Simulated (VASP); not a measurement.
# CdS (I-4m2) in VASP: a series of runs, part 2 of 2

VASP 6.6.1. Earlier steps stand in the parts before.

### Step 3. Single point, PBEsol (zz strain of +3 %)

Input file INCAR:

```
PREC = Accurate
ENCUT = 520
EDIFF = 1E-6
ISMEAR = -1
SIGMA = 0.02
LREAL = F
LASPH = T
NELM = 60
ALGO = Normal
ISIF = 2
LWAVE = F
LCHARG = T
GGA = PS
LELF = T
LVHAR = T
NBANDS = 16
```

Input file KPOINTS:

```
regular mesh
0
Gamma
  7 7 7
```

Input file POSCAR:

```
CdS
1.0
    0.0000000000      2.9429534649      3.0312420688
    2.9429534649      0.0000000000      3.0312420688
    2.9429534649      2.9429534649      0.0000000000
Cd S
1 1
Direct
    0.0000000000      0.0000000000      0.0000000000
    0.7500000000      0.7500000000      0.7500000000
```

Potentials or basis: VASP PAW PBE potentials, release 64 (Cd, S).

Started as:

```console
> cat potpaw_PBE.64/Cd/POTCAR potpaw_PBE.64/S/POTCAR > POTCAR
> mpirun -np 1 vasp_std > vasp.out
```

OUTCAR:

```text
PREC = Accurate
   ENCUT = 520
   EDIFF = 1E-6
   ISMEAR = -1
   LREAL = F
   LASPH = T
   NELM = 60
   ISIF = 2
   GGA = PS

 ion  position               nearest neighbor table
   1  0.000  0.000  0.000-   2 2.57   2 2.57   2 2.57   2 2.57
   2  0.750  0.750  0.750-   1 2.57   1 2.57   1 2.57   1 2.57

  LATTYP: Found a body centered tetragonal cell.
 ALAT       =     4.1619647035
 C/A-ratio  =     1.4566399692

  Lattice vectors:
[... 639 lines left out ...]
     16      13.9054      0.00000

 [... further k-points ...]

------------------------ aborting loop because EDIFF is reached ----------------------------------------

  FORCE on cell =-STRESS in cart. coord.  units (eV):
  Direction    XX          YY          ZZ          XY          YZ          ZX
  --------------------------------------------------------------------------------------
  -------------------------------------------------------------------------------------
  Total       -0.8980421     -0.8980421     -1.1291978      0.0000000      0.0000000     -0.0000000
  in kB      -27.4024814    -27.4024814    -34.4558672      0.0000000      0.0000000     -0.0000000
  external PRESSURE =     -29.7536100 kB  Pullay stress =       0.0000000 kB

 VOLUME and BASIS-vectors are now :
 -----------------------------------------------------------------------------
  energy-cutoff  :      520.00
  volume of cell :       52.51
      direct lattice vectors                 reciprocal lattice vectors
     0.000000000  2.942953465  3.031242069    -0.169897352  0.169897352  0.164948885
     2.942953465  0.000000000  3.031242069     0.169897352 -0.169897352  0.164948885
     2.942953465  2.942953465  0.000000000     0.169897352  0.169897352 -0.164948885

 POSITION                                       TOTAL-FORCE (eV/Angst)
 -----------------------------------------------------------------------------------
      0.00000      0.00000      0.00000        -0.000000     -0.000000      0.000000
      4.41443      4.41443      4.54686         0.000000      0.000000     -0.000000
 -----------------------------------------------------------------------------------
    total drift:                                0.000000      0.000000      0.000001

  FREE ENERGIE OF THE ION-ELECTRON SYSTEM (eV)
  ---------------------------------------------------
  free  energy   TOTEN  =        -6.7840551369 eV

  energy  without entropy=       -6.7840551369  energy(sigma->0) =       -6.78405514
```

OSZICAR:

```text
N       E                     dE             d eps       ncg     rms          rms(c)
DAV:   1     0.106851256897E+03    0.10685E+03   -0.89841E+03  1304   0.102E+03
DAV:   2    -0.298054283756E+01   -0.10983E+03   -0.10354E+03  1568   0.250E+02
DAV:   3    -0.726397799780E+01   -0.42834E+01   -0.42765E+01  1616   0.514E+01
DAV:   4    -0.729069796345E+01   -0.26720E-01   -0.26718E-01  1632   0.398E+00
DAV:   5    -0.729106206719E+01   -0.36410E-03   -0.36410E-03  1624   0.437E-01    0.684E+00
DAV:   6    -0.680533106029E+01    0.48573E+00   -0.81609E-01  1936   0.117E+01    0.566E+00
DAV:   7    -0.678684343381E+01    0.18488E-01   -0.15010E-01  1688   0.275E+00    0.279E+00
DAV:   8    -0.678415591304E+01    0.26875E-02   -0.14622E-02  1536   0.147E+00    0.214E-01
DAV:   9    -0.678394907467E+01    0.20684E-03   -0.16990E-03  1608   0.586E-01    0.608E-02
DAV:  10    -0.678401024439E+01   -0.61170E-04   -0.18620E-04  1656   0.144E-01    0.629E-02
DAV:  11    -0.678406093787E+01   -0.50693E-04   -0.85294E-05  1664   0.780E-02    0.263E-02
DAV:  12    -0.678405475474E+01    0.61831E-05   -0.17352E-05  1744   0.495E-02    0.737E-03
DAV:  13    -0.678405513691E+01   -0.38218E-06   -0.16226E-06  1512   0.796E-03
   1 F= -.67840551E+01 E0= -.67840551E+01  d E =-.242363E-10
```

stdout:

```text
POSCAR found type information on POSCAR CdS
 POSCAR found :  2 types and       2 ions
 scaLAPACK will be used
 -----------------------------------------------------------------------------
|                                                                             |
|                                                                             |
|     You enforced a specific xc type in the INCAR file but a different       |
|     I HOPE YOU KNOW WHAT YOU ARE DOING!                                     |
|                                                                             |
 -----------------------------------------------------------------------------

 LDA part: xc-table for (Slater+PW92), standard interpolation
 POSCAR, INCAR and KPOINTS ok, starting setup
 FFT: planning ... GRIDC
 FFT: planning ... GRID_SOFT
 FFT: planning ... GRID
 WAVECAR not read
 entering main loop
```

Run time: 25 s. Hardware: 1 thread of Intel Xeon 6975P-C (Granite Rapids), shared host; peak memory 0.18 GiB.

What came out:

```
Free energy            : -6.7841 eV
Pressure               : -3.0 GPa
Band gap on the k mesh : 0.86 eV, direct
```

Stress tensor (GPa, compression positive):
```
-2.74  0.00  0.00
 0.00 -2.74  0.00
 0.00  0.00 -3.45
```

Levels at points of the mesh, in eV from the valence-band top:
| k point | band 6 | band 7 | band 8 | band 9 | band 10 | band 11 | band 12 | band 13 |
| --- | --- | --- | --- | --- | --- | --- | --- | --- |
| (0.00, 0.00, 0.00) | -7.15 | -0.09 | 0.00 | 0.00 | 0.86 | 6.43 | 6.43 | 6.43 |

Caveat: the cell differs from its parent crystal (zz strain of +3 %); the PAW data sets were made with another functional, which shifts forces and pressure a little.

### Step 4. Single point, PBEsol (zz strain of +2 %)

Input file INCAR:

```
SYSTEM = CdS
ALGO = Normal ; EDIFF = 1E-7
ENCUT = 520 ; GGA = PS
ISIF = 2 ; ISMEAR = -1
LASPH = .True. ; LCHARG = .False.
LREAL = .False. ; LWAVE = .False.
NBANDS = 16 ; NELM = 100
PREC = Accurate ; SIGMA = 0.02
```

Input file KPOINTS:

```
k-points
0
Gamma
  7 7 7
  0 0 0
```

Input file POSCAR:

```
CdS
1.0
    0.0000000000      2.9429534649      3.0018125342
    2.9429534649      0.0000000000      3.0018125342
    2.9429534649      2.9429534649      0.0000000000
Cd S
1 1
Direct
    0.0000000000      0.0000000000      0.0000000000
    0.7500000000      0.7500000000      0.7500000000
```

Potentials or basis: VASP PAW PBE potentials, release 64 (Cd, S).

Started as:

```console
> cat potpaw_PBE.64/Cd/POTCAR potpaw_PBE.64/S/POTCAR > POTCAR
> mpirun -np 1 vasp_std > vasp.out
```

OUTCAR:

```text
SYSTEM = CdS
   EDIFF = 1E-7
   ENCUT = 520
   GGA = PS
   ISIF = 2
   ISMEAR = -1
   LASPH = .True.
   LREAL = .False.
   NELM = 100
   PREC = Accurate

 ion  position               nearest neighbor table
   1  0.000  0.000  0.000-   2 2.57   2 2.57   2 2.57   2 2.57
   2  0.750  0.750  0.750-   1 2.57   1 2.57   1 2.57   1 2.57

  LATTYP: Found a body centered tetragonal cell.
 ALAT       =     4.1619647035
 C/A-ratio  =     1.4424978336

  Lattice vectors:

 A1 = (  -2.9429534649,   0.0000000000,   3.0018125342)
[... 642 lines left out ...]

  FORCE on cell =-STRESS in cart. coord.  units (eV):
  Direction    XX          YY          ZZ          XY          YZ          ZX
  --------------------------------------------------------------------------------------
  -------------------------------------------------------------------------------------
  Total       -0.7592436     -0.7592436     -0.9071465      0.0000000      0.0000000     -0.0000000
  in kB      -23.3943701    -23.3943701    -27.9516623      0.0000000      0.0000000     -0.0000000
  external PRESSURE =     -24.9134675 kB  Pullay stress =       0.0000000 kB

 VOLUME and BASIS-vectors are now :
 -----------------------------------------------------------------------------
  energy-cutoff  :      520.00
  volume of cell :       52.00
      direct lattice vectors                 reciprocal lattice vectors
     0.000000000  2.942953465  3.001812534    -0.169897352  0.169897352  0.166566031
     2.942953465  0.000000000  3.001812534     0.169897352 -0.169897352  0.166566031
     2.942953465  2.942953465  0.000000000     0.169897352  0.169897352 -0.166566031

 POSITION                                       TOTAL-FORCE (eV/Angst)
 -----------------------------------------------------------------------------------
      0.00000      0.00000      0.00000        -0.000000     -0.000000     -0.000000
      4.41443      4.41443      4.50272         0.000000      0.000000      0.000000
 -----------------------------------------------------------------------------------
    total drift:                                0.000000      0.000000      0.000001

  FREE ENERGIE OF THE ION-ELECTRON SYSTEM (eV)
  ---------------------------------------------------
  free  energy   TOTEN  =        -6.7939125371 eV

  energy  without entropy=       -6.7939125370  energy(sigma->0) =       -6.79391254
```

OSZICAR:

```text
N       E                     dE             d eps       ncg     rms          rms(c)
DAV:   1     0.110032428439E+03    0.11003E+03   -0.89429E+03  1296   0.102E+03
DAV:   2    -0.285994215400E+01   -0.11289E+03   -0.10550E+03  1520   0.255E+02
DAV:   3    -0.727115341132E+01   -0.44112E+01   -0.44008E+01  1640   0.522E+01
DAV:   4    -0.729862010740E+01   -0.27467E-01   -0.27465E-01  1560   0.407E+00
DAV:   5    -0.729899242168E+01   -0.37231E-03   -0.37231E-03  1672   0.447E-01    0.699E+00
DAV:   6    -0.681529723678E+01    0.48370E+00   -0.80987E-01  1952   0.118E+01    0.576E+00
DAV:   7    -0.679664378305E+01    0.18653E-01   -0.15324E-01  1656   0.277E+00    0.282E+00
DAV:   8    -0.679403039089E+01    0.26134E-02   -0.15075E-02  1512   0.150E+00    0.220E-01
DAV:   9    -0.679381128518E+01    0.21911E-03   -0.17755E-03  1680   0.607E-01    0.594E-02
DAV:  10    -0.679386830695E+01   -0.57022E-04   -0.19048E-04  1632   0.149E-01    0.625E-02
DAV:  11    -0.679391829933E+01   -0.49992E-04   -0.85015E-05  1672   0.789E-02    0.258E-02
DAV:  12    -0.679391205835E+01    0.62410E-05   -0.17829E-05  1752   0.510E-02    0.759E-03
DAV:  13    -0.679391244591E+01   -0.38756E-06   -0.16695E-06  1576   0.808E-03    0.356E-03
DAV:  14    -0.679391253706E+01   -0.91145E-07   -0.22444E-07  1616   0.310E-03
   1 F= -.67939125E+01 E0= -.67939125E+01  d E =-.266918E-10
```

Run time: 21 s. Hardware: 1 thread of Intel Xeon 6975P-C (Granite Rapids), shared host; peak memory 0.18 GiB.

Results:

```yaml
Free_energy: -6.7939 eV
Pressure: -2.5 GPa
Band_gap_on_the_k_mesh: 0.89 eV, direct
```

Caveat: the cell differs from its parent crystal (zz strain of +2 %); the PAW data sets were made with another functional, which shifts forces and pressure a little.

### Step 5. Summary

| cell | gap on the mesh (eV) | pressure (GPa) |
| --- | --- | --- |
| a = 4.183, b = 4.183, c = 4.162 Å, angles 60.2, 60.2, 59.7°, 2 atoms | 0.92 | -2.0 |
| a = 4.225, b = 4.225, c = 4.162 Å, angles 60.5, 60.5, 59.0°, 2 atoms | 0.86 | -3.0 |
| a = 4.204, b = 4.204, c = 4.162 Å, angles 60.3, 60.3, 59.3°, 2 atoms | 0.89 | -2.5 |

Alike in all rows: task single point; level PBEsol; potentials or basis VASP PAW PBE potentials, release 64 (Cd, S); no spin polarisation; k mesh 7 × 7 × 7; cutoff (eV) 520; smearing fermi-dirac 0.02 eV.

Caveats: the PAW data sets were made with another functional, which shifts forces and pressure a little.

Absolute energies hang on the potentials; compare differences alone.
